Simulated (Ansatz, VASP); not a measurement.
# InSb3 in VASP and in Ansatz

File INCAR:

```
ALGO = Normal
EDIFF = 1E-6
ENCUT = 500
GGA = PE
GGA_COMPAT = F
ISIF = 2
ISMEAR = 0
LASPH = T
LCHARG = F
LORBIT = 11
LORBMOM = T
LREAL = F
LSORBIT = T
LWAVE = F
MAGMOM = 0 0 0 0 0 0 0 0 0 0 0 0
NBANDS = 42
NELM = 200
PREC = Accurate
SIGMA = 0.1
```

File KPOINTS:

```
k-points
0
Gamma
  1 1 1
```

POSCAR

```
InSb3
1.0
    0.0000000000      3.7945550000      3.7945550000
    3.7945550000      0.0000000000      3.7945550000
    3.7945550000      3.7945550000      0.0000000000
In Sb
1 3
Direct
   -0.0023876578     -0.0182263195      0.0309010374
    0.1433300461      0.3026939890      0.1985264621
    0.7542089571      0.8064855177      0.6522083511
    0.5410660011      0.5294433413      0.4662085359
```

Input for Ansatz:

```yaml
crystal:
  lattice:
    - [0.0, 3.794555, 3.794555]
    - [3.794555, 0.0, 3.794555]
    - [3.794555, 3.794555, 0.0]
  atoms:
    - { symbol: In, position: [-0.0023876578, -0.0182263195, 0.0309010374] }
    - { symbol: Sb, position: [0.1433300461, 0.302693989, 0.1985264621] }
    - { symbol: Sb, position: [0.7542089571, 0.8064855177, 0.6522083511] }
    - { symbol: Sb, position: [0.5410660011, 0.5294433413, 0.4662085359] }
basis:
  ecutwfc: 420
kpoints:
  mp_grid: { grid: [1, 1, 1] }
hamiltonian:
  xc: pbe
scf:
  occupations: { method: gaussian, width: 0.1 }
  max_iter: 96
output:
  forces: true
  stress: true
  eigenvalues: true
magnetization:
  noncollinear: true
  spin_orbit: true
```

Alike in both runs: task single point; functional PBE; k mesh 1 × 1 × 1; occupations gaussian, width 0.1 eV; non-collinear spin, spin-orbit coupling.

|  | VASP | Ansatz |
| --- | --- | --- |
| version | VASP 6.6.1 | Ansatz 0.2.0 |
| potentials or method | VASP PAW PBE potentials, release 64 (In_d, Sb), cutoff 500 eV | plane waves, PAW |
| valence electrons in the cell | 28 | 58 |

|  | VASP | Ansatz | Ansatz less VASP |
| --- | --- | --- | --- |
| pressure (GPa) | 24.5 | 24.1 | -0.31 |
| traceless stress, the component that is largest in VASP (GPa) | -10.46 | -10.21 | +0.248 |
| rms of the force components (eV/Å) | 0.952 | 0.951 | -0.0010 |
| net moment per atom (μB) | 0.00 | 0.00 | 0.000 |

Atom by atom the forces differ by 0.018 eV/Å (rms over components). VASP's potentials hold 28 valence electrons a cell and Ansatz's 58, so a difference there can come from the potentials and not from the codes.

The k mesh is coarse, so the values compare programs but aren't converged.
